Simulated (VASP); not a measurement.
# B (R-3m) in VASP: single point with PBE

Aim: the single point of B with PBE.

All numbers are computed with VASP 6.6.1; they aren't measurements. Logs are shortened: lines on timing, memory, paths and dates and some standing lists are left out, and cuts for length are marked.

## Step 1: The cell of the first run

Symmetry: R-3m, No. 166, trigonal system. Conventional cell: a = 4.892 Å, b = 4.892 Å, c = 12.532 Å, α = 90.00°, β = 90.00°, γ = 120.00°. Within 2.2 Å of B (site symmetry m) lie 6 B at 1.67 to 1.80 Å. B (site symmetry m) has 7 B at 1.78 to 2.00 Å within 2.4 Å.

## Step 2: Single point, PBE, non-collinear spin, zero start, spin-orbit coupling (7.22 Å³/atom)

INCAR reads:

```
SYSTEM = B
ALGO = Normal ; EDIFF = 1E-6
ENCUT = 520 ; GGA = PE
GGA_COMPAT = .FALSE. ; ISIF = 2
ISMEAR = 0 ; LASPH = .TRUE.
LCHARG = .TRUE. ; LORBIT = 11
LORBMOM = .TRUE. ; LREAL = .FALSE.
LSORBIT = .TRUE. ; LVHAR = .TRUE.
LWAVE = .FALSE. ; MAGMOM = 0 0 0 0 0 0 0 0 0 0 0 0 0 0 0 0 0 0 0 0 0 0 0 0 0 0 0 0 0 0 0 0 0 0 0 0
NBANDS = 58 ; NELM = 150
PREC = Accurate ; SIGMA = 0.05
```

KPOINTS reads:

```
k-points
0
G
  6 6 6
  0 0 0
```

POSCAR reads:

```
B
1.0
    2.4461230525      1.4122698029      4.1771882883
   -2.4461230525      1.4122698029      4.1771882883
    0.0000000000     -2.8245396057      4.1771882884
B
12
Direct
    0.0103385894      0.6539799411      0.0103385894
    0.0103385894      0.0103385894      0.6539799411
    0.6539799411      0.0103385894      0.0103385894
    0.9896614106      0.3460200589      0.9896614106
    0.9896614106      0.9896614106      0.3460200589
    0.3460200589      0.9896614106      0.9896614106
    0.2211756284      0.6304108623      0.2211756284
    0.2211756284      0.2211756284      0.6304108623
    0.6304108623      0.2211756284      0.2211756284
    0.7788243716      0.3695891377      0.7788243716
    0.7788243716      0.7788243716      0.3695891377
    0.3695891377      0.7788243716      0.7788243716
```

Potentials or basis: VASP PAW PBE potentials, release 64 (B).

The run is started by

```bash
$ cat potpaw_PBE.64/B/POTCAR > POTCAR
$ mpirun -np 1 vasp_ncl > vasp.out
```

OUTCAR:

```text
SYSTEM = B
   EDIFF = 1E-6
   ENCUT = 520
   GGA = PE
   ISIF = 2
   ISMEAR = 0
   LASPH = .TRUE.
   LORBIT = 11
   LREAL = .FALSE.
   LSORBIT = .TRUE.
   NELM = 150
   PREC = Accurate

 ion  position               nearest neighbor table
   1  0.010  0.654  0.010-   4 1.67   3 1.74   2 1.74   7 1.79  12 1.80  11 1.80
   2  0.010  0.010  0.654-   5 1.67   3 1.74   1 1.74   8 1.79  10 1.80  12 1.80
   3  0.654  0.010  0.010-   6 1.67   1 1.74   2 1.74   9 1.79  10 1.80  11 1.80
   4  0.990  0.346  0.990-   1 1.67   6 1.74   5 1.74  10 1.79   9 1.80   8 1.80
   5  0.990  0.990  0.346-   2 1.67   4 1.74   6 1.74  11 1.79   9 1.80   7 1.80
   6  0.346  0.990  0.990-   3 1.67   4 1.74   5 1.74  12 1.79   7 1.80   8 1.80
   7  0.221  0.630  0.221-  11 1.78  12 1.78   1 1.79   5 1.80   6 1.80   9 2.00   8 2.00
   8  0.221  0.221  0.630-  10 1.78  12 1.78   2 1.79   4 1.80   6 1.80   7 2.00   9 2.00
   9  0.630  0.221  0.221-  11 1.78  10 1.78   3 1.79   5 1.80   4 1.80   7 2.00   8 2.00
  10  0.779  0.370  0.779-   8 1.78   9 1.78   4 1.79   2 1.80   3 1.80  12 2.00  11 2.00
  11  0.779  0.779  0.370-   7 1.78   9 1.78   5 1.79   3 1.80   1 1.80  10 2.00  12 2.00
  12  0.370  0.779  0.779-   8 1.78   7 1.78   6 1.79   2 1.80   1 1.80  10 2.00  11 2.00

  LATTYP: Found a trigonal (rhomboedric) cell.
 ALAT       =     5.0425118721
 COS(alpha) =     0.5293557709

  Lattice vectors:

 A1 = (   2.4461230525,   1.4122698029,   4.1771882883)
 A2 = (  -2.4461230525,   1.4122698029,   4.1771882883)
 A3 = (   0.0000000000,  -2.8245396057,   4.1771882884)

Analysis of symmetry for initial positions (statically):
=====================================================================
 Subroutine PRICEL returns:
 Original cell was already a primitive cell.

 Routine SETGRP: Setting up the symmetry group for a
 trigonal (rhombohedral) supercell.

 Subroutine GETGRP returns: Found 12 space group operations
 (whereof 12 operations were pure point group operations)
 out of a pool of 12 trial point group operations.

The static configuration has the point symmetry D_3d.

Analysis of symmetry for dynamics (positions and initial velocities):
=====================================================================
 Subroutine PRICEL returns:
 Original cell was already a primitive cell.

 Routine SETGRP: Setting up the symmetry group for a
 trigonal (rhombohedral) supercell.

 Subroutine GETGRP returns: Found 12 space group operations
 (whereof 12 operations were pure point group operations)
 out of a pool of 12 trial point group operations.

The dynamic configuration has the point symmetry D_3d.

Analysis of structural, dynamic, and magnetic symmetry:
=====================================================================
 Subroutine PRICEL returns:
 Original cell was already a primitive cell.

 Routine SETGRP: Setting up the symmetry group for a
 trigonal (rhombohedral) supercell.

 Subroutine GETGRP returns: Found 12 space group operations
 (whereof 12 operations were pure point group operations)
 out of a pool of 12 trial point group operations.

The overall configuration has the point symmetry D_3d.

 Subroutine INISYM returns: Found 12 space group operations
 (whereof 12 operations are pure point group operations),
 and found     1 'primitive' translations

----------------------------------------------------------------------------------------

                                     Primitive cell

  volume of cell :      86.5827

  direct lattice vectors                    reciprocal lattice vectors
     2.446123052  1.412269803  4.177188288     0.204405089  0.118013333  0.079798494
    -2.446123052  1.412269803  4.177188288    -0.204405089  0.118013333  0.079798494
     0.000000000 -2.824539606  4.177188288     0.000000000 -0.236026666  0.079798494

  length of vectors
     5.042511872  5.042511872  5.042511872     0.249151333  0.249151333  0.249151333

  position of ions in fractional coordinates (direct lattice)
     0.010338589  0.653979941  0.010338589
     0.010338589  0.010338589  0.653979941
     0.653979941  0.010338589  0.010338589
     0.989661411  0.346020059  0.989661411
     0.989661411  0.989661411  0.346020059
     0.346020059  0.989661411  0.989661411
     0.221175628  0.630410862  0.221175628
     0.221175628  0.221175628  0.630410862
     0.630410862  0.221175628  0.221175628
     0.778824372  0.369589138  0.778824372
     0.778824372  0.778824372  0.369589138
     0.369589138  0.778824372  0.778824372

  ion indices of the primitive-cell ions
   primitive index   ion index
                 1           1
                 2           2
                 3           3
                 4           4
                 5           5
                 6           6
                 7           7
                 8           8
                 9           9
[... 1391 lines left out ...]
     -1.00104      0.57795      4.48113         0.010192     -0.005884      0.003087
      0.00000     -1.15590      4.48113        -0.000000      0.011769      0.003087
      1.00104      0.57795      4.48113        -0.010192     -0.005884      0.003087
      1.00104     -0.57795      8.05044        -0.010192      0.005884     -0.003087
      0.00000      1.15590      8.05044        -0.000000     -0.011769     -0.003087
     -1.00104     -0.57795      8.05044         0.010192      0.005884     -0.003087
 -----------------------------------------------------------------------------------
    total drift:                               -0.000000     -0.000000     -0.000000

  FREE ENERGIE OF THE ION-ELECTRON SYSTEM (eV)
  ---------------------------------------------------
  free  energy   TOTEN  =       -80.4576089361 eV

  energy  without entropy=      -80.4576089361  energy(sigma->0) =      -80.45760894

 orbital moment (x)

 # of ion     p       tot
 --------------------------------
  1        -0.000  -0.000
  2         0.000   0.000
  3        -0.000  -0.000
  4        -0.000  -0.000
  5         0.000   0.000
  6        -0.000  -0.000
  7        -0.000  -0.000
  8         0.000   0.000
  9        -0.000  -0.000
 10        -0.000  -0.000
 11         0.000   0.000
 12        -0.000  -0.000
 --------------------------------
           -0.000  -0.000

 orbital moment (y)

 # of ion     p       tot
 --------------------------------
  1        -0.000  -0.000
  2         0.000   0.000
  3         0.000   0.000
  4        -0.000  -0.000
  5         0.000   0.000
  6         0.000   0.000
  7        -0.000  -0.000
  8         0.000   0.000
  9         0.000   0.000
 10        -0.000  -0.000
 11         0.000   0.000
 12         0.000   0.000
 --------------------------------
            0.000   0.000

 orbital moment (z)

 # of ion     p       tot
 --------------------------------
  1         0.000   0.000
  2         0.000   0.000
  3        -0.000  -0.000
  4         0.000   0.000
  5         0.000   0.000
  6        -0.000  -0.000
  7         0.000   0.000
  8         0.000   0.000
  9        -0.000  -0.000
 10         0.000   0.000
 11         0.000   0.000
 12        -0.000  -0.000
 --------------------------------
           -0.000  -0.000

 Spin-Orbit-Coupling matrix elements

 Ion:    1  E_soc:     -0.0000028
 l=   1
     0.0000000    -0.0000005    -0.0000004
    -0.0000005     0.0000000    -0.0000005
    -0.0000004    -0.0000005     0.0000000
 l=   2
     0.0000000     0.0000000     0.0000000     0.0000000     0.0000000
     0.0000000     0.0000000     0.0000000     0.0000000     0.0000000
     0.0000000     0.0000000     0.0000000     0.0000000     0.0000000
     0.0000000     0.0000000     0.0000000     0.0000000     0.0000000
     0.0000000     0.0000000     0.0000000     0.0000000     0.0000000
 l=   3
     0.0000000     0.0000000     0.0000000     0.0000000     0.0000000     0.0000000     0.0000000
     0.0000000     0.0000000     0.0000000     0.0000000     0.0000000     0.0000000     0.0000000
     0.0000000     0.0000000     0.0000000     0.0000000     0.0000000     0.0000000     0.0000000
     0.0000000     0.0000000     0.0000000     0.0000000     0.0000000     0.0000000     0.0000000
[... 209 lines left out ...]
 l=   2
     0.0000000     0.0000000     0.0000000     0.0000000     0.0000000
     0.0000000     0.0000000     0.0000000     0.0000000     0.0000000
     0.0000000     0.0000000     0.0000000     0.0000000     0.0000000
     0.0000000     0.0000000     0.0000000     0.0000000     0.0000000
     0.0000000     0.0000000     0.0000000     0.0000000     0.0000000
 l=   3
     0.0000000     0.0000000     0.0000000     0.0000000     0.0000000     0.0000000     0.0000000
     0.0000000     0.0000000     0.0000000     0.0000000     0.0000000     0.0000000     0.0000000
     0.0000000     0.0000000     0.0000000     0.0000000     0.0000000     0.0000000     0.0000000
     0.0000000     0.0000000     0.0000000     0.0000000     0.0000000     0.0000000     0.0000000
     0.0000000     0.0000000     0.0000000     0.0000000     0.0000000     0.0000000     0.0000000
     0.0000000     0.0000000     0.0000000     0.0000000     0.0000000     0.0000000     0.0000000
     0.0000000     0.0000000     0.0000000     0.0000000     0.0000000     0.0000000     0.0000000

 total charge

# of ion       s       p       d       tot
------------------------------------------
    1        0.708   1.403   0.000   2.111
    2        0.708   1.403   0.000   2.111
    3        0.708   1.403   0.000   2.111
    4        0.708   1.403   0.000   2.111
    5        0.708   1.403   0.000   2.111
    6        0.708   1.403   0.000   2.111
    7        0.658   1.293   0.000   1.952
    8        0.658   1.293   0.000   1.952
    9        0.658   1.293   0.000   1.952
   10        0.658   1.293   0.000   1.952
   11        0.658   1.293   0.000   1.952
   12        0.658   1.293   0.000   1.952
--------------------------------------------------
tot          8.197  16.181   0.000  24.378

 magnetization (x)

# of ion       s       p       d       tot
------------------------------------------
    1       -0.000   0.000   0.000   0.000
    2        0.000  -0.000   0.000  -0.000
    3       -0.000   0.000   0.000   0.000
    4       -0.000   0.000   0.000   0.000
    5        0.000  -0.000   0.000  -0.000
    6       -0.000   0.000   0.000   0.000
    7       -0.000  -0.000   0.000  -0.000
    8        0.000   0.000   0.000   0.000
    9       -0.000  -0.000   0.000  -0.000
   10       -0.000  -0.000   0.000  -0.000
   11        0.000   0.000   0.000   0.000
   12       -0.000  -0.000   0.000  -0.000
--------------------------------------------------
tot          0.000   0.000   0.000   0.000

 magnetization (y)

# of ion       s       p       d       tot
------------------------------------------
    1       -0.000   0.000   0.000   0.000
    2        0.000   0.000   0.000   0.000
    3        0.000  -0.000   0.000  -0.000
    4       -0.000   0.000   0.000   0.000
    5        0.000   0.000   0.000   0.000
    6        0.000  -0.000   0.000  -0.000
    7       -0.000  -0.000   0.000  -0.000
    8        0.000   0.000   0.000   0.000
    9        0.000   0.000   0.000   0.000
   10       -0.000  -0.000   0.000  -0.000
   11        0.000   0.000   0.000   0.000
   12        0.000   0.000   0.000   0.000
--------------------------------------------------
tot         -0.000  -0.000   0.000  -0.000

 magnetization (z)

# of ion       s       p       d       tot
------------------------------------------
    1        0.000  -0.000   0.000  -0.000
    2        0.000   0.000   0.000   0.000
    3       -0.000   0.000   0.000   0.000
    4        0.000  -0.000   0.000  -0.000
    5        0.000   0.000   0.000   0.000
    6       -0.000   0.000   0.000   0.000
    7        0.000   0.000   0.000   0.000
    8        0.000   0.000   0.000   0.000
    9       -0.000  -0.000   0.000  -0.000
   10        0.000   0.000   0.000   0.000
   11       -0.000   0.000   0.000  -0.000
   12       -0.000  -0.000   0.000  -0.000
--------------------------------------------------
tot         -0.000  -0.000   0.000  -0.000
```

Wall time 6.9 min (1 thread of Intel Xeon Platinum 8259CL at 2.50GHz (Skylake/Cascade Lake), shared host); peak memory 0.58 GiB.

What came out:

* Free energy: -80.4576 eV
* Pressure: 0.9 GPa
* Largest force: 0.012 eV/Å
* Net moment: 0.00 μB per cell
* Valence electrons inside the program's atomic spheres: B 2.11, 1.95 (each value once)

Forces on the atoms (eV/Å):
```
B    0.007 -0.004 -0.007
B    0.000  0.008 -0.007
B   -0.007 -0.004 -0.007
B   -0.007  0.004  0.007
B    0.000 -0.008  0.007
B    0.007  0.004  0.007
B    0.010 -0.006  0.003
B    0.000  0.012  0.003
B   -0.010 -0.006  0.003
B   -0.010  0.006 -0.003
B    0.000 -0.012 -0.003
B    0.010  0.006 -0.003
```

Moments on the atoms (μB; x, y, z):
```
B   0.00 0.00 0.00
B   0.00 0.00 0.00
B   0.00 0.00 0.00
B   0.00 0.00 0.00
B   0.00 0.00 0.00
B   0.00 0.00 0.00
B   0.00 0.00 0.00
B   0.00 0.00 0.00
B   0.00 0.00 0.00
B   0.00 0.00 0.00
B   0.00 0.00 0.00
B   0.00 0.00 0.00
```
